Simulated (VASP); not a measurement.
Write the native input for VASP 6.6.1 that does the following.

```yaml
Task: single point
Functional: PBE
Potentials_or_basis: VASP PAW PBE potentials, release 64 (Ag)
Cutoff: 520 eV
k_mesh: 16 × 16 × 16
Occupations: fermi-dirac, width 0.05 eV
Spin: no spin polarisation
Dipole_correction: no
Further_INCAR_settings: ALGO = Normal; EDIFF = 1e-06; NBANDS = 12
```

The structure of Ag lies in POSCAR:

```
Ag
1.0
   -1.3282821372      1.3282821372      1.3282821372
    1.3282821372     -1.3282821372      1.3282821372
    1.3282821372      1.3282821372     -1.3282821372
Ag
1
Direct
    0.0000000000      0.0000000000      0.0000000000
```

This cell differs from its parent crystal: volume scaled by 0.52.

These files were run (other wordings do the same):

INCAR

```
SYSTEM = Ag
PREC = Accurate
ENCUT = 520
EDIFF = 1E-6
ISMEAR = -1
SIGMA = 0.05
LREAL = .False.
LASPH = .True.
NELM = 80
ALGO = Normal
ISIF = 2
LWAVE = .False.
LCHARG = .False.
GGA = PE
NBANDS = 12
```

KPOINTS

```
Automatic mesh
0
Gamma
  16 16 16
  0 0 0
```

Potentials or basis: VASP PAW PBE potentials, release 64 (Ag).

The run is started by

```bash
$ cat potpaw_PBE.64/Ag/POTCAR > POTCAR
$ mpirun -np 1 vasp_std > vasp.out
```

Results of the run:

```json
{
  "Pressure": "353.8 GPa"
}
```

Run time: 13 s on 1 thread of Intel Xeon 6975P-C (shared host), peak memory 0.13 GiB.
